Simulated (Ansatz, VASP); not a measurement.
# Two plane-wave programs on C

INCAR

```
PREC = Accurate
ENCUT = 520
EDIFF = 1E-6
ISMEAR = 0
SIGMA = 0.05
LREAL = F
LASPH = T
NELM = 80
ALGO = Normal
ISIF = 2
LWAVE = F
LCHARG = F
GGA = CA
NBANDS = 26
```

KPOINTS

```
regular mesh
0
Gamma
  6 6 6
```

The input POSCAR:

```
C
1.0
    2.4152285960     -1.4122119857      3.3137793039
    0.0133828799      2.8430284919      3.3118409181
   -2.4513858877     -1.4485406264      3.3249206193
C
8
Direct
    0.1774802606      0.1794146122      0.1395768237
    0.6944003712      0.1505063602      0.6904465629
    0.2252782667      0.6154455060      0.6758184586
    0.5736058853      0.6736128470      0.1958535432
    0.8246471457      0.8621664612      0.8685755664
    0.3463003141      0.8309217393      0.3029540046
    0.8819841502      0.2917173647      0.3016972168
    0.2763036063      0.3962151094      0.8250778237
```

Input for Ansatz:

```yaml
crystal:
  lattice:
    - [2.415228596, -1.4122119857, 3.3137793039]
    - [0.0133828799, 2.8430284919, 3.3118409181]
    - [-2.4513858877, -1.4485406264, 3.3249206193]
  atoms:
    - { symbol: C, position: [0.1774802606, 0.1794146122, 0.1395768237] }
    - { symbol: C, position: [0.6944003712, 0.1505063602, 0.6904465629] }
    - { symbol: C, position: [0.2252782667, 0.615445506, 0.6758184586] }
    - { symbol: C, position: [0.5736058853, 0.673612847, 0.1958535432] }
    - { symbol: C, position: [0.8246471457, 0.8621664612, 0.8685755664] }
    - { symbol: C, position: [0.3463003141, 0.8309217393, 0.3029540046] }
    - { symbol: C, position: [0.8819841502, 0.2917173647, 0.3016972168] }
    - { symbol: C, position: [0.2763036063, 0.3962151094, 0.8250778237] }
basis:
  ecutwfc: 420
kpoints:
  mp_grid: { grid: [6, 6, 6] }
hamiltonian:
  xc: lda
scf:
  occupations: { method: gaussian, width: 0.05 }
output:
  forces: true
  stress: true
  eigenvalues: true
```

Change from the starting cell: all atoms moved at random (sigma 0.15 Å a component), cell strained at random (sigma 0.01).

Alike in both runs: task single point; functional LDA; k mesh 6 × 6 × 6; occupations gaussian, width 0.05 eV; no spin polarisation.

|  | VASP | Ansatz |
| --- | --- | --- |
| version | VASP 6.6.1 | Ansatz 0.2.0 |
| potentials or method | VASP PAW LDA potentials, release 64 (C), cutoff 520 eV | scalar-relativistic, plane waves, PAW |
| valence electrons in the cell | 32 | 32 |

VASP gave:

```
gap on the k mesh at the Fermi level (eV)                     : none
pressure (GPa)                                                : 87.5
traceless stress, the component that is largest in VASP (GPa) : -87.87
rms of the force components (eV/Å)                            : 24.520
```

Q: Which values does Ansatz return?

A: gap on the k mesh at the Fermi level (eV): none; pressure (GPa): 85.1; traceless stress, the component that is largest in VASP (GPa): -85.39; rms of the force components (eV/Å): 23.925.

LDA's correlation is that of Perdew and Zunger in VASP and of Perdew and Wang (1992) in Ansatz. Atom by atom the forces differ by 0.611 eV/Å (rms over components). A gap of «none» marks a metal or a gap that the smearing closes. Both programs put the cell under a high pressure, so it lies far from rest at this level.

Noted on VASP's run: the cell as given lies far from equilibrium.
